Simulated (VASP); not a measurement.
Set up this calculation in VASP 6.6.1, as the native input.

```
Task                   : single point
Functional             : LDA
Potentials or basis    : VASP PAW LDA potentials, release 64 (In_d, P)
Cutoff                 : 520 eV
k mesh                 : 8 × 8 × 8
Occupations            : fermi-dirac, width 0.05 eV
Spin                   : no spin polarisation
Dipole correction      : no
Further INCAR settings : ALGO = Normal; EDIFF = 1e-07; NBANDS = 16
```

The structure of InP lies in POSCAR:

```
InP
1.0
    0.0000000000      2.8231386496      2.8231386496
    2.8231386496      0.0000000000      2.8231386496
    2.8231386496      2.8231386496      0.0000000000
In P
1 1
Direct
    0.0000000000      0.0000000000      0.0000000000
    0.5000000000      0.5000000000      0.5000000000
```

These files were run (other wordings do the same):

INCAR

```
SYSTEM = InP
ALGO = Normal
EDIFF = 1E-7
ENCUT = 520
ISIF = 2
ISMEAR = -1
LASPH = .True.
LCHARG = .True.
LELF = .True.
LREAL = .False.
LVHAR = .True.
LWAVE = .False.
NBANDS = 16
NELM = 80
PREC = Accurate
SIGMA = 0.05
```

KPOINTS

```
k-points
0
Gamma
  8 8 8
  0 0 0
```

Potentials or basis: VASP PAW LDA potentials, release 64 (In_d, P).

Launch:

```sh
$ cat potpaw_LDA.64/In_d/POTCAR potpaw_LDA.64/P/POTCAR > POTCAR
$ mpirun -np 1 vasp_std > vasp.out
```

Results of the run:

```
Pressure               : -8.2 GPa
Band gap on the k mesh : zero (band 9 reaches 6.45 eV, above the bottom of band 10 at 4.00 eV)
```

Caveat: spin-orbit coupling is left out, which moves the levels of the heavy elements.

It took 16 s on 1 thread of Intel(R) Xeon(R) Platinum 8488C (Sapphire Rapids), with other jobs on the host, peak memory 0.15 GiB.
